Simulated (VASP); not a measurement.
A run of VASP 6.6.1:

File INCAR:

```
SYSTEM = InSb3
  ALGO = Normal
  EDIFF = 1E-6
  ENCUT = 520
  GGA = PE
  ISIF = 2
  ISMEAR = 0
  IVDW = 12
  LASPH = .TRUE.
  LCHARG = .FALSE.
  LREAL = .FALSE.
  LWAVE = .FALSE.
  NBANDS = 22
  NELM = 80
  PREC = Accurate
  SIGMA = 0.15
```

The input KPOINTS:

```
k-points
0
G
  10 10 10
  0 0 0
```

The input POSCAR:

```
InSb3
1.0
    5.1119780680      0.0000000000      0.0000000000
    0.0000000000      5.1119780680      0.0000000000
    0.0000000000      0.0000000000      5.1119780680
In Sb
1 3
Direct
    0.0000000000      0.0000000000      0.0000000000
    0.5000000000      0.0000000000      0.5000000000
    0.0000000000      0.5000000000      0.5000000000
    0.5000000000      0.5000000000      0.0000000000
```

Potentials or basis: VASP PAW PBE potentials, release 64 (In_d, Sb).

Command:

```bash
$ cat potpaw_PBE.64/In_d/POTCAR potpaw_PBE.64/Sb/POTCAR > POTCAR
$ mpirun -np 1 vasp_std > vasp.out
```

Hardware: 1 thread of Intel(R) Xeon(R) 6975P-C (Granite Rapids), with other jobs on the host.

How long does it take, and how much memory?

Wall time 41 s on 1 thread of Intel(R) Xeon(R) 6975P-C (Granite Rapids), with other jobs on the host, peak memory 0.34 GiB. Counts: scf iterations 11, k points 56.
